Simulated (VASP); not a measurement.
# Ru (P6_3/mmc) in VASP: settings compared, part 2 of 2

VASP 6.6.1. The steps go on from the part before.

## (4) Single point, pbesol exchange, pbe correlation, non-collinear spin, typed start (10.86 Å³/atom)

Input file INCAR:

```
SYSTEM = Ru
  PREC = Accurate
  ENCUT = 500
  EDIFF = 1E-6
  ISMEAR = 0
  SIGMA = 0.1
  LREAL = .FALSE.
  LASPH = .TRUE.
  NELM = 200
  ALGO = Normal
  ISIF = 2
  LWAVE = .FALSE.
  LCHARG = .FALSE.
  LNONCOLLINEAR = .TRUE.
  MAGMOM = 1 0 0 -1 0 0
  LORBIT = 11
  LMAXMIX = 4
  GGA = LIBXC
  LIBXC1 = GGA_X_PBE_SOL
  LIBXC2 = GGA_C_PBE
  NBANDS = 40
  GGA_COMPAT = .FALSE.
```

Input file KPOINTS:

```
Automatic mesh
0
G
  8 8 4
  0 0 0
```

Input file POSCAR:

```
Ru
1.0
    2.5118422132      0.0000000000      0.0000000000
   -1.2559211066      2.1753191670      0.0000000000
    0.0000000000      0.0000000000      3.9749638453
Ru
2
Direct
    0.6666666667      0.3333333333      0.7500000000
    0.3333333333      0.6666666667      0.2500000000
```

On the command line:

```sh
$ cat potpaw_PBE.64/Ru_pv/POTCAR > POTCAR
$ mpirun -np 1 vasp_ncl > vasp.out
```

Run time: 3.1 min. Hardware: 1 thread of Intel Xeon Platinum 8488C (Sapphire Rapids), shared host; peak memory 0.23 GiB.

Results (log left out):

* Free energy: -19.4378 eV
* Pressure: 111.9 GPa
* Band gap on the k mesh: zero (bands 28 and 29 overlap by 4.19 eV)
* Net moment: 0.00 μB per cell
* Valence electrons inside the program's atomic spheres: Ru 13.27

Stress tensor (GPa, compression positive):
```
109.94   0.00   0.00
  0.00 109.94   0.00
  0.00   0.00 115.82
```

Levels at points of the mesh, in eV from the Fermi level:
```csv
k point,band 24,band 25,band 26,band 27,band 28,band 29,band 30,band 31,band 32,band 33
"(0.00, 0.00, 0.00)",-2.65,-2.65,-2.65,-1.92,-1.92,-1.92,-1.92,1.64,1.64,1.65
"(0.50, 0.00, 0.00)",-2.14,-1.99,-1.99,2.13,2.13,2.74,2.74,2.84,2.84,5.56
"(0.00, 0.50, 0.00)",-2.14,-1.99,-1.99,2.13,2.13,2.74,2.74,2.84,2.84,5.56
"(0.00, 0.00, 0.50)",-3.85,-3.44,-3.44,-3.44,-3.44,0.85,0.85,0.85,0.85,0.85
"(0.50, 0.00, 0.50)",-1.48,0.67,0.67,0.67,0.67,2.50,2.50,2.50,2.50,4.47
"(0.00, 0.50, 0.50)",-1.48,0.67,0.67,0.67,0.67,2.50,2.50,2.50,2.50,4.47
```

Moments on the atoms (μB; x, y, z):
```
Ru  0.00 0.00 0.00
Ru  0.00 0.00 0.00
```

Caveat: the k points lie up to 0.40 Å⁻¹ apart, too coarse for converged energies and pressures of a metal; the PAW data sets were made with another functional, which shifts forces and pressure a little.

## (5) Relaxation of cell and atoms, TPSS (14.39 Å³/atom)

This run uses another cell than the first one, of 14.39 Å³/atom.

Input file POSCAR:

```
Ru
1.0
    2.7588683749      0.0000000000      0.0000000000
   -1.3794341875      2.3892500984      0.0000000000
    0.0000000000      0.0000000000      4.3658801443
Ru
2
Direct
    0.6666666667      0.3333333333      0.7500000000
    0.3333333333      0.6666666667      0.2500000000
```

Input file INCAR.step1:

```
SYSTEM = Ru
ALGO = Normal
EDIFF = 1E-7
EDIFFG = -0.002
ENCUT = 620
GGA_COMPAT = .False.
IBRION = 2
ISIF = 3
ISMEAR = 2
KPAR = 8
LASPH = .True.
LCHARG = .False.
LMIXTAU = .True.
LREAL = .False.
LWAVE = .False.
METAGGA = TPSS
NELM = 120
NELMIN = 4
NSW = 80
POTIM = 0.5
PREC = Accurate
SIGMA = 0.05
```

Input file INCAR.step4:

```
SYSTEM = Ru
ALGO = Normal
EDIFF = 1E-7
ENCUT = 620
GGA_COMPAT = .False.
ISIF = 2
ISMEAR = 2
KPAR = 8
LASPH = .True.
LCHARG = .False.
LMIXTAU = .True.
LREAL = .False.
LWAVE = .False.
METAGGA = TPSS
NELM = 120
PREC = Accurate
SIGMA = 0.05
```

Input file KPOINTS:

```
Automatic mesh
0
Gamma
  15 15 8
  0 0 0
```

On the command line:

```sh
$ cat potpaw_PBE.64/Ru_pv/POTCAR > POTCAR
$ cp INCAR.step1 INCAR
$ cp POSCAR.step1 POSCAR
$ mpirun -np 8 vasp_std > vasp.out
$ cp CONTCAR POSCAR
$ mpirun -np 8 vasp_std > vasp.out
$ cp CONTCAR POSCAR
$ mpirun -np 8 vasp_std > vasp.out
$ cp CONTCAR POSCAR
$ cp INCAR.step4 INCAR
$ mpirun -np 8 vasp_std > vasp.out
```

Wall time 6.2 min (8 MPI ranks of Intel Xeon Platinum 8559C (Emerald Rapids), shared host); peak memory 0.26 GiB.

Results (log left out):

```
Free energy                           : -35.7033 eV
Relaxed volume                        : 13.62 Å³/atom
Relaxed cell                          : a = 2.709 Å, b = 2.709 Å, c = 4.284 Å, α = 90.00°, β = 90.00°, γ = 120.00°
Space group after relaxing (to 0.1 Å) : P6_3/mmc (No. 194)
Energy gained by relaxing             : 41.1 meV/atom
Ionic steps                           : 13
Pressure after relaxing               : 0.0 GPa
Band gap on the k mesh                : zero (bands 14 and 15 overlap by 3.08 eV)
```

The path:
| step | energy change (eV) | largest force (eV/Å) | pressure (GPa) | volume (Å³) |
| --- | --- | --- | --- | --- |
| 1 | 0.0000 | 0.0000 | -16.27 | 28.78 |
| 2 | 0.8299 | 0.0000 | 82.66 | 23.11 |
| 3 | -0.0822 | 0.0000 | -1.25 | 27.34 |
| 4 | -0.0826 | 0.0000 | -0.28 | 27.26 |
| 5 | -0.0826 | 0.0000 | 0.08 | 27.23 |
| 6 | -0.0826 | 0.0000 | -0.22 | 27.26 |
| 7 | -0.0826 | 0.0000 | -0.06 | 27.24 |
| 8 | -0.0826 | 0.0000 | 0.07 | 27.23 |
| 9 | -0.0826 | 0.0000 | 0.01 | 27.24 |
| 10 | -0.0822 | 0.0000 | -0.04 | 27.24 |
| 11 | -0.0822 | 0.0000 | 0.13 | 27.23 |
| 12 | -0.0822 | 0.0000 | 0.01 | 27.23 |
| 13 | -0.0822 | 0.0000 | 0.02 | 27.23 |

Final structure:
```xyz
2
Lattice="2.7093 0.0000 0.0000 -1.3547 2.3463 0.0000 0.0000 0.0000 4.2842" Properties=species:S:1:pos:R:3 pbc="T T T"
Ru    1.3547    0.7821    3.2132
Ru    0.0000    1.5642    1.0711
```

Levels at points of the mesh, in eV from the Fermi level:
| k point | band 10 | band 11 | band 12 | band 13 | band 14 | band 15 | band 16 | band 17 | band 18 |
| --- | --- | --- | --- | --- | --- | --- | --- | --- | --- |
| (0.00, 0.00, 0.00) | -2.57 | -2.37 | -1.88 | -1.88 | -1.36 | -1.36 | 1.21 | 1.21 | 1.31 |
| (0.00, 0.00, 0.50) | -2.73 | -2.73 | -2.73 | -2.66 | -2.66 | 0.58 | 0.58 | 0.58 | 0.58 |

Caveat: the PAW data sets were made with another functional, which shifts forces and pressure a little.

## (6) Single point, r2SCAN+D3(BJ), collinear spin, antiferromagnetic start

This run uses another cell than the first one, of 13.57 Å³/atom.

Input file POSCAR:

```
Ru
1.0
    2.7058000000      0.0000000000      0.0000000000
   -1.3529000000      2.3432915376      0.0000000000
    0.0000000000      0.0000000000      4.2819000000
Ru
2
Direct
    0.6666666667      0.3333333333      0.7500000000
    0.3333333333      0.6666666667      0.2500000000
```

Input file INCAR.step1:

```
SYSTEM = Ru
ALGO     = Normal         ! electronic algorithm
EDIFF    = 1E-4           ! SCF threshold, eV
ENCUT    = 520            ! plane-wave cutoff, eV
GGA      = PE             ! functional
ISMEAR   = 0              ! smearing method
ISPIN    = 2              ! spin polarisation
LASPH    = .TRUE.         ! aspherical terms in the spheres
LCHARG   = .FALSE.        ! write CHGCAR
LMAXMIX  = 4              ! l up to which the mixer works
LREAL    = .FALSE.        ! projectors in reciprocal space
LWAVE    = .TRUE.         ! write WAVECAR
MAGMOM   = 1 -1           ! initial moments
NBANDS   = 25             ! bands
NELM     = 150            ! most SCF steps
PREC     = Accurate       ! precision mode
SIGMA    = 0.15           ! smearing width, eV
```

Input file INCAR.step2:

```
SYSTEM = Ru
ALGO     = Normal         ! electronic algorithm
EDIFF    = 1E-6           ! SCF threshold, eV
ENCUT    = 520            ! plane-wave cutoff, eV
ISIF     = 2              ! what is computed and relaxed
ISMEAR   = 0              ! smearing method
ISPIN    = 2              ! spin polarisation
ISTART   = 1            
IVDW     = 12             ! dispersion correction
LASPH    = .TRUE.         ! aspherical terms in the spheres
LCHARG   = .FALSE.        ! write CHGCAR
LMAXMIX  = 4              ! l up to which the mixer works
LMIXTAU  = .TRUE.       
LORBIT   = 11             ! projections on sites
LREAL    = .FALSE.        ! projectors in reciprocal space
LWAVE    = .FALSE.        ! write WAVECAR
MAGMOM   = 1 -1           ! initial moments
METAGGA  = R2SCAN         ! meta-GGA
NBANDS   = 25             ! bands
NELM     = 150            ! most SCF steps
PREC     = Accurate       ! precision mode
SIGMA    = 0.15           ! smearing width, eV
VDW_A1   = 0.49484001   
VDW_A2   = 5.73083694   
VDW_S6   = 1.0          
VDW_S8   = 0.78981345
```

Input file KPOINTS:

```
k-points
0
G
  11 11 6
  0 0 0
```

Potentials or basis: VASP PAW PBE potentials, release 64 (Ru_pv).

On the command line:

```sh
$ cat potpaw_PBE.64/Ru_pv/POTCAR > POTCAR
$ cp INCAR.step1 INCAR
$ mpirun -np 1 vasp_std > vasp.out
$ cp INCAR.step2 INCAR
$ mpirun -np 1 vasp_std > vasp.out
```

It took 96 s on 1 thread of Intel Xeon 6975P-C (Granite Rapids), shared host; peak memory 0.2 GiB.

It converged, with:

| Item | Value |
| --- | --- |
| Free energy | -51.4430 eV |
| Pressure | -4.0 GPa |
| Band gap on the k mesh | zero (filled and empty bands overlap) |
| Net moment | 0.00 μB per cell |
| Valence electrons inside the program's atomic spheres | Ru 12.68 |
| Dispersion energy per atom | -0.294 eV |

Stress tensor (GPa, compression positive):
```
-3.73  0.00  0.00
 0.00 -3.73  0.00
 0.00  0.00 -4.51
```

Levels at points of the mesh, in eV from the Fermi level:
Spin up:
```
           k point  band 10  band 11  band 12  band 13  band 14  band 15  band 16  band 17  band 18  band 19
(0.00, 0.00, 0.00)    -2.63    -2.45    -1.93    -1.93    -1.39    -1.39     1.30     1.30     1.42     8.47
(0.00, 0.00, 0.50)    -2.81    -2.81    -2.81    -2.76    -2.76     0.63     0.63     0.63     0.63     8.47
```
Spin down:
| k point | band 12 | band 13 | band 14 | band 15 | band 16 | band 17 |
| --- | --- | --- | --- | --- | --- | --- |
| (0.00, 0.00, 0.00) | -1.93 | -1.93 | -1.39 | -1.39 | 1.30 | 1.30 |
| (0.00, 0.00, 0.50) | -2.81 | -2.76 | -2.76 | 0.63 | 0.63 | 0.63 |

Caveat: three body term missing; the cell stands under tension; an empty level that is flat over the whole mesh can mark a ghost state of the potentials, or a narrow d or f band; the PAW data sets were made with another functional, which shifts forces and pressure a little.

## (7) Overview

| task | level | spin | cell | k mesh | cutoff (eV) | smearing | dipole correction | tolerance level | purpose | passes | gap on the mesh (eV) | pressure (GPa) | moment (μB) |
| --- | --- | --- | --- | --- | --- | --- | --- | --- | --- | --- | --- | --- | --- |
| single point | pbe exchange, pbesol correlation | off | a = 2.512, b = 2.512, c = 3.975 Å, angles 90.0, 90.0, 120.0°, 2 atoms | 12 × 12 × 7 | 500 | fermi-dirac 0.025 eV | no | - | - | - | none | 134.5 | - |
| single point | r2SCAN+D3(BJ) | off | a = 2.593, b = 2.593, c = 4.103 Å, angles 90.0, 90.0, 120.0°, 2 atoms | 12 × 12 × 7 | 550 | fermi-dirac 0.1 eV | no | - | - | - | none | 53.2 | - |
| single point | pbesol exchange, pbe correlation | non-collinear, typed start | a = 2.512, b = 2.512, c = 3.975 Å, angles 90.0, 90.0, 120.0°, 2 atoms | 8 × 8 × 4 | 500 | gaussian 0.1 eV | no | - | - | - | none | 111.9 | 0.00 |
| relaxation of cell and atoms | TPSS | off | relaxed from a = 2.759, b = 2.759, c = 4.366 Å, angles 90.0, 90.0, 120.0°, 2 atoms | 15 × 15 × 8 | 620 | methfessel-paxton of order 2 0.05 eV | - | standard | cell | 3 | none | 0.0 | - |
| single point | r2SCAN+D3(BJ) | collinear, antiferromagnetic start | a = 2.706, b = 2.706, c = 4.282 Å, angles 90.0, 90.0, 120.0°, 2 atoms | 11 × 11 × 6 | 520 | gaussian 0.15 eV | no | - | - | - | none | -4.0 | 0.00 |

Alike in all rows: potentials or basis VASP PAW PBE potentials, release 64 (Ru_pv).

Caveats: some runs use coarse meshes; the PAW data sets were made with another functional, which shifts forces and pressure a little; the cell stands under pressure (at least some runs); an empty level that is flat over the whole mesh can mark a ghost state of the potentials, or a narrow d or f band (at least some runs); three body term missing (at least some runs); the cell stands under tension (at least some runs).

Total energies depend on the potentials used, so only differences within one code and one set of settings carry meaning.
